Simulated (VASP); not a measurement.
# In (R-3m) in VASP: further runs

Runs on In. Level: PBE. Tasks: single point.

Everything below comes from runs of VASP 6.6.1. Logs are shortened: lines on timing, memory, paths and dates and some standing lists are left out, and cuts for length are marked.

### Step 1. The cell of the first run

Symmetry: R-3m, No. 166, trigonal system. The conventional cell has a = 3.405 Å, b = 3.405 Å, c = 25.105 Å, α = 90.00°, β = 90.00°, γ = 120.00°. In (site symmetry -3m) has 12 In at 3.40 to 3.42 Å within 4.5 Å. In (site symmetry 3m) has 12 In at 3.40 to 3.42 Å within 4.5 Å.

### Step 2. Single point, PBE (28.00 Å³/atom)

The input, INCAR:

```
SYSTEM = In
PREC = Accurate
ENCUT = 520
EDIFF = 1E-7
ISMEAR = -1
SIGMA = 0.05
LREAL = .FALSE.
LASPH = .TRUE.
NELM = 60
ALGO = Normal
ISIF = 2
LWAVE = .FALSE.
LCHARG = .FALSE.
GGA = PE
NBANDS = 26
```

The input, KPOINTS:

```
Automatic mesh
0
G
  14 14 14
  0 0 0
```

The input, POSCAR:

```
In
1.0
    1.7023831070      0.9828713451      8.3684347693
   -1.7023831070      0.9828713451      8.3684347693
    0.0000000000     -1.9657426902      8.3684347693
In
3
Direct
    0.0000000000      0.0000000000      0.0000000000
    0.7780122400      0.7780122400      0.7780122400
    0.2219877600      0.2219877600      0.2219877600
```

Potentials or basis: VASP PAW PBE potentials, release 64 (In_d).

Started as:

```sh
$ cat potpaw_PBE.64/In_d/POTCAR > POTCAR
$ mpirun -np 1 vasp_std > vasp.out
```

OUTCAR:

```text
SYSTEM = In
   PREC = Accurate
   ENCUT = 520
   EDIFF = 1E-7
   ISMEAR = -1
   LREAL = .FALSE.
   LASPH = .TRUE.
   NELM = 60
   ISIF = 2
   GGA = PE

 ion  position               nearest neighbor table
   1  0.000  0.000  0.000-   2 3.42   2 3.42   3 3.42   3 3.42   2 3.42   3 3.42
   2  0.778  0.778  0.778-   3 3.40   3 3.40   3 3.40   1 3.42   1 3.42   1 3.42
   3  0.222  0.222  0.222-   2 3.40   2 3.40   2 3.40   1 3.42   1 3.42   1 3.42

  LATTYP: Found a trigonal (rhomboedric) cell.
 ALAT       =     8.5962110730
 COS(alpha) =     0.9215612875

  Lattice vectors:

 A1 = (   1.7023831070,   0.9828713451,   8.3684347693)
 A2 = (  -1.7023831070,   0.9828713451,   8.3684347693)
 A3 = (   0.0000000000,  -1.9657426902,   8.3684347693)

Analysis of symmetry for initial positions (statically):
=====================================================================
 Subroutine PRICEL returns:
 Original cell was already a primitive cell.

 Routine SETGRP: Setting up the symmetry group for a
 trigonal (rhombohedral) supercell.

 Subroutine GETGRP returns: Found 12 space group operations
 (whereof 12 operations were pure point group operations)
 out of a pool of 12 trial point group operations.

The static configuration has the point symmetry D_3d.

Analysis of symmetry for dynamics (positions and initial velocities):
=====================================================================
 Subroutine PRICEL returns:
 Original cell was already a primitive cell.

 Routine SETGRP: Setting up the symmetry group for a
 trigonal (rhombohedral) supercell.

 Subroutine GETGRP returns: Found 12 space group operations
 (whereof 12 operations were pure point group operations)
 out of a pool of 12 trial point group operations.

The dynamic configuration has the point symmetry D_3d.

 Subroutine INISYM returns: Found 12 space group operations
 (whereof 12 operations are pure point group operations),
 and found     1 'primitive' translations

----------------------------------------------------------------------------------------

                                     Primitive cell

  volume of cell :      84.0136

  direct lattice vectors                    reciprocal lattice vectors
     1.702383107  0.982871345  8.368434769     0.293705922  0.169571193  0.039832220
    -1.702383107  0.982871345  8.368434769    -0.293705922  0.169571193  0.039832220
[... 78 lines left out ...]
   PREC   = accura    normal or accurate (medium, high low for compatibility)
   ISTART =      0    job   : 0-new  1-cont  2-samecut
   ICHARG =      2    charge: 1-file 2-atom 10-const
   ISPIN  =      1    spin polarized calculation?
   LNONCOLLINEAR =      F non collinear calculations
   LSORBIT =      F    spin-orbit coupling
   LASPH  =      T    aspherical Exc in radial PAW
   ENCUT  =  520.0 eV  38.22 Ry    6.18 a.u.  15.98 15.98 15.98*2*pi/ulx,y,z
   NELM   =     60;   NELMIN=  2; NELMDL= -5     # of ELM steps
   EDIFF  = 0.1E-06   stopping-criterion for ELM
   LREAL  =      F    real-space projection
   EDIFFG = 0.1E-05   stopping-criterion for IOM
   NSW    =      0    number of steps for IOM
   IBRION =     -1    ionic relax: 0-MD 1-quasi-New 2-CG
   NFREE  =      0    steps in history (QN), initial steepest desc. (CG)
   ISIF   =      2    stress and relaxation
   ISYM   =      2    0-nonsym 1-usesym 2-fastsym
   POTIM  = 0.5000    time-step for ionic-motion
   TEBEG  =    0.0;   TEEND  =   0.0 temperature during run
   PSTRESS=    0.0 pullay stress
   NELECT =      39.0000    total number of electrons
   NUPDOWN=      -1.0000    fix difference up-down
   EMIN   =  10.00;   EMAX   =-10.00  energy-range for DOS
   EFERMI =   0.00;   METHOD = LEGACY
   ISMEAR =    -1;   SIGMA  =   0.05  broadening in eV -4-tet -1-fermi 0-gaus
   EFERMI_NEDOS =   21; number of points for ismear=-14 and -15
   IALGO  =     38    algorithm
   IMIX   =      4    mixing-type and parameters
     AMIX     =   0.40;   BMIX     =  1.00
     AMIX_MAG =   1.60;   BMIX_MAG =  1.00
  volume/ion in A,a.u.               =      28.00       188.98
  Fermi-wavevector in a.u.,A,eV,Ry     =   1.267593  2.395404 21.861737  1.606792
  Thomas-Fermi vector in A             =   2.400733
   LORBIT       =      0    0 simple, 1 ext, 2 COOP (PROOUT), +10 PAW based schemes
   GGA     = PE    functional components
   LHFCALC =     F    Hartree Fock is set to
   AEXX    =    0.0000 exact exchange contribution
   IVDW    =     0    specifies the selected vdW correction
   LEPSILON=     F    determine dielectric tensor
   LRPA    =     F    only Hartree local field effects (RPA)
 non-spin polarized calculation
  energy-cutoff  :      520.00
  volume of cell :       84.01
 maximum number of plane-waves:      2283
   NGX = 31   NGY = 31   NGZ = 31

 number of electron      39.0000002 magnetization

 Free energy of the ion-electron system (eV)
  ---------------------------------------------------
  ext. energy  EPLUGINS =         0.00000000
  ---------------------------------------------------
  free energy    TOTEN  =        -7.66912710 eV

  energy without entropy =       -7.65579996  energy(sigma->0) =       -7.66246353

 E-fermi :   6.7995     XC(G=0):  -9.9345

 val. band max:        6.7958375168   @ k =   0.2857   0.0714   0.0714
 cond. band min:       6.8047363589   @ k =  -0.2857   0.5000   0.2143
 fundamental gap:      0.0088988421
 Fermi energy:         6.7995297037

 k-point     1 :       0.0000    0.0000    0.0000
  band No.  band energies     occupation
      1      -7.8262      2.00000
      2      -7.8230      2.00000
      3      -7.7959      2.00000
      4      -7.7898      2.00000
      5      -7.7898      2.00000
      6      -7.7714      2.00000
[... 685 lines left out ...]
     25      12.8790      0.00000
     26      14.0880      0.00000

 [... further k-points ...]
[... 5 lines left out ...]
  --------------------------------------------------------------------------------------
  -------------------------------------------------------------------------------------
  Total       -0.3011914     -0.3011914     -0.2108286      0.0000000      0.0000000     -0.0000000
  in kB       -5.7438577     -5.7438577     -4.0205986      0.0000000      0.0000000     -0.0000000
  external PRESSURE =      -5.1694380 kB  Pullay stress =       0.0000000 kB

 VOLUME and BASIS-vectors are now :
 -----------------------------------------------------------------------------
  energy-cutoff  :      520.00
  volume of cell :       84.01
      direct lattice vectors                 reciprocal lattice vectors
     1.702383107  0.982871345  8.368434769     0.293705922  0.169571193  0.039832220
    -1.702383107  0.982871345  8.368434769    -0.293705922  0.169571193  0.039832220
     0.000000000 -1.965742690  8.368434769     0.000000000 -0.339142386  0.039832220

 POSITION                                       TOTAL-FORCE (eV/Angst)
 -----------------------------------------------------------------------------------
      0.00000      0.00000      0.00000         0.000000     -0.000000     -0.000000
      0.00000      0.00000     19.53223         0.000000     -0.000000      0.000989
      0.00000      0.00000      5.57307         0.000000      0.000000     -0.000989
 -----------------------------------------------------------------------------------
    total drift:                                0.000000      0.000000     -0.000000

  FREE ENERGIE OF THE ION-ELECTRON SYSTEM (eV)
  ---------------------------------------------------
  free  energy   TOTEN  =        -7.6691270954 eV

  energy  without entropy=       -7.6557999555  energy(sigma->0) =       -7.66246353
```

OSZICAR:

```text
N       E                     dE             d eps       ncg     rms          rms(c)
DAV:   1     0.346050104456E+03    0.34605E+03   -0.18762E+04 14978   0.200E+03
DAV:   2     0.221062014590E+02   -0.32394E+03   -0.31977E+03 14990   0.438E+02
DAV:   3    -0.668740321302E+01   -0.28794E+02   -0.28548E+02 17978   0.157E+02
DAV:   4    -0.768182048019E+01   -0.99442E+00   -0.99254E+00 18108   0.325E+01
DAV:   5    -0.773790625646E+01   -0.56086E-01   -0.56080E-01 23914   0.583E+00    0.346E+00
DAV:   6    -0.768047094416E+01    0.57435E-01   -0.12118E-01 19304   0.495E+00    0.169E+00
DAV:   7    -0.766967353649E+01    0.10797E-01   -0.39077E-02 19914   0.255E+00    0.368E-01
DAV:   8    -0.766908472077E+01    0.58882E-03   -0.28675E-03 17666   0.698E-01    0.431E-02
DAV:   9    -0.766912031194E+01   -0.35591E-04   -0.10777E-04 23572   0.826E-02    0.175E-02
DAV:  10    -0.766912589674E+01   -0.55848E-05   -0.14135E-05 19444   0.483E-02    0.682E-03
DAV:  11    -0.766912713980E+01   -0.12431E-05   -0.15196E-06 18416   0.152E-02    0.131E-03
DAV:  12    -0.766912709543E+01    0.44369E-07   -0.57151E-08  9466   0.238E-03
   1 F= -.76691271E+01 E0= -.76624635E+01  d E =-.133271E-01
```

It took 49 min on 1 thread of Intel Xeon 8259CL, shared host; peak memory 0.86 GiB.

What came out:

| Property | Result |
| --- | --- |
| Free energy | -7.6691 eV |
| Pressure | -0.5 GPa |
| Band gap on the k mesh | zero (an odd number of electrons rules out a gap without spin polarisation) |

Levels at points of the mesh, in eV from the Fermi level:
```csv
k point,band 17,band 18,band 19,band 20,band 21,band 22
"(0.00, 0.00, 0.00)",-6.79,-6.77,0.44,0.46,8.31,8.31
"(0.50, 0.00, 0.00)",-4.03,-3.06,-2.56,-1.07,-1.06,3.12
"(0.50, 0.50, 0.00)",-4.16,-3.43,-2.82,-0.43,-0.38,1.84
"(0.50, 0.50, 0.50)",-8.53,-4.35,-3.12,5.50,5.54,7.91
```

Caveat: spin-orbit coupling is left out, which moves the levels of the heavy elements.

### Step 3. Single point, PBE (equal xx and yy strain of -1 %)

The input, INCAR:

```
ALGO = Normal
EDIFF = 1E-7
ENCUT = 520
GGA = PE
ISIF = 2
ISMEAR = -1
LASPH = T
LCHARG = T
LELF = T
LREAL = F
LVHAR = T
LWAVE = F
NBANDS = 26
NELM = 80
PREC = Accurate
SIGMA = 0.05
```

The input, KPOINTS:

```
k-points
0
Gamma
  14 14 14
```

The input, POSCAR:

```
In
1.0
    1.6529404484      0.9543256128      8.2074632500
   -1.6529404484      0.9543256128      8.2074632500
    0.0000000000     -1.9086512257      8.2074632500
In
3
Direct
    0.0000000000      0.0000000000      0.0000000000
    0.7780122400      0.7780122400      0.7780122400
    0.2219877600      0.2219877600      0.2219877600
```

Potentials or basis: VASP PAW PBE potentials, release 64 (In_d).

Started as:

```sh
$ cat potpaw_PBE.64/In_d/POTCAR > POTCAR
$ mpirun -np 1 vasp_std > vasp.out
```

Wall time 75 min (1 thread of Intel Xeon 8259CL, shared host); peak memory 0.8 GiB.

The run converged. Its results:

- Free energy: -7.6313 eV
- Pressure: 2.6 GPa
- Largest force: 0.023 eV/Å
- Band gap on the k mesh: zero (an odd number of electrons rules out a gap without spin polarisation)

Forces on the atoms (eV/Å):
```
In   0.000  0.000  0.000
In   0.000  0.000 -0.023
In   0.000  0.000  0.023
```

Stress tensor (GPa, compression positive):
```
2.48 0.00 0.00
0.00 2.48 0.00
0.00 0.00 2.77
```

Levels at points of the mesh, in eV from the Fermi level:
| k point | band 16 | band 17 | band 18 | band 19 | band 20 | band 21 | band 22 | band 23 |
| --- | --- | --- | --- | --- | --- | --- | --- | --- |
| (0.00, 0.00, 0.00) | -9.65 | -7.20 | -7.17 | 0.35 | 0.37 | 9.00 | 9.00 | 9.08 |
| (0.50, 0.00, 0.00) | -4.78 | -4.22 | -3.00 | -2.82 | -1.22 | -1.10 | 3.25 | 4.06 |
| (0.50, 0.50, 0.00) | -4.53 | -4.27 | -3.51 | -3.13 | -0.48 | -0.33 | 1.84 | 3.31 |
| (0.50, 0.50, 0.50) | -9.06 | -9.03 | -4.51 | -3.50 | 5.65 | 5.69 | 8.58 | 8.58 |

Caveat: the cell differs from its parent crystal (equal xx and yy strain of -1 %); spin-orbit coupling is left out, which moves the levels of the heavy elements.
